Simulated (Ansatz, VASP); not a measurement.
## SiGe in VASP and in Ansatz

The input INCAR:

```
SYSTEM = SiGe
PREC = Accurate ; ENCUT = 520
EDIFF = 1E-6 ; ISMEAR = 0
SIGMA = 0.03 ; LREAL = .False.
LASPH = .True. ; NELM = 60
ALGO = Normal ; ISIF = 2
LWAVE = .False. ; LCHARG = .False.
GGA = PS ; NBANDS = 26
```

KPOINTS

```
regular mesh
0
Gamma
  12 12 6
  0 0 0
```

The input POSCAR:

```
SiGe
1.0
    4.2126446429      0.0000000000      0.0000000000
   -2.1063223214      3.6482572779      0.0000000000
    0.0000000000      0.0000000000      6.4433927881
Si Ge
2 2
Direct
    0.6666666667      0.3333333333      0.8745463420
    0.3333333333      0.6666666667      0.3745463420
    0.6666666667      0.3333333333      0.5004526580
    0.3333333333      0.6666666667      0.0004526580
```

Input for Ansatz:

```yaml
crystal:
  lattice:
    - [4.2126446429, 0.0, 0.0]
    - [-2.1063223214, 3.6482572779, 0.0]
    - [0.0, 0.0, 6.4433927881]
  atoms:
    - { symbol: Si, position: [0.6666666667, 0.3333333333, 0.874546342] }
    - { symbol: Si, position: [0.3333333333, 0.6666666667, 0.374546342] }
    - { symbol: Ge, position: [0.6666666667, 0.3333333333, 0.500452658] }
    - { symbol: Ge, position: [0.3333333333, 0.6666666667, 0.000452658] }
basis:
  ecutwfc: 420
kpoints:
  mp_grid: { grid: [12, 12, 6] }
hamiltonian:
  xc: pbesol
scf:
  occupations: { method: gaussian, width: 0.03 }
output:
  forces: true
  stress: true
  eigenvalues: true
```

Change from the starting cell: strain +0.080 along x and y, +0.000 along z, atoms carried along.

Alike in both runs: task single point; functional PBEsol; k mesh 12 × 12 × 6; occupations gaussian, width 0.03 eV; no spin polarisation.

```csv
,VASP,Ansatz
version,VASP 6.6.1,Ansatz 0.2.0
potentials or method,"VASP PAW PBE potentials, release 64 (Si, Ge_d), cutoff 520 eV","scalar-relativistic, plane waves, PAW"
valence electrons in the cell,36,36
```

Ansatz gave:

```
gap on the k mesh at the Fermi level (eV)                     : none
pressure (GPa)                                                : -8.1
traceless stress, the component that is largest in VASP (GPa) : 7.15
rms of the force components (eV/Å)                            : 0.321
```

Question: What did VASP give for the same quantities?

Answer: gap on the k mesh at the Fermi level (eV): none; pressure (GPa): -8.1; traceless stress, the component that is largest in VASP (GPa): 7.16; rms of the force components (eV/Å): 0.320.

VASP's potentials were made for PBE, not for PBEsol. Atom by atom the forces differ by 0.001 eV/Å (rms over components). A gap of «none» marks a metal or a gap that the smearing closes.
